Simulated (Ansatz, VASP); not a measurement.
## AlN: VASP beside Ansatz

```
Al N
1.0
     3.09211    0.00000    0.00000
    -1.54605    2.67784    0.00000
     0.00000    0.00000    4.94757
Al N
2 2
Direct
  0.66667 0.33333 0.50000
  0.33333 0.66667 0.00000
  0.66667 0.33333 0.88000
  0.33333 0.66667 0.38000
```

Change from the starting cell: volume scaled by 0.98.

Alike in both runs: task single point; functional PBEsol; k mesh 10 × 10 × 6; occupations fermi-dirac, width 0.05 eV; no spin polarisation.

|  | VASP | Ansatz |
| --- | --- | --- |
| version | VASP 6.6.1 | Ansatz 0.2.0 |
| potentials or method | VASP PAW PBE potentials, release 64 (Al, N), cutoff 520 eV | all-electron LAPW, scalar-relativistic |

```tsv
	VASP	Ansatz	Ansatz less VASP
gap on the k mesh at the Fermi level (eV)	4.33	4.32	-0.006
least direct gap on the mesh (eV)	4.33	4.32	-0.006
pressure (GPa)	4.5	4.3	-0.16
traceless stress, the component that is largest in VASP (GPa)	0.92	0.91	-0.008
rms of the force components (eV/Å)	0.085	0.084	-0.0015
```

VASP's potentials were made for PBE, not for PBEsol. Atom by atom the forces differ by 0.001 eV/Å (rms over components). Ansatz ran all-electron here, and VASP with PAW potentials.
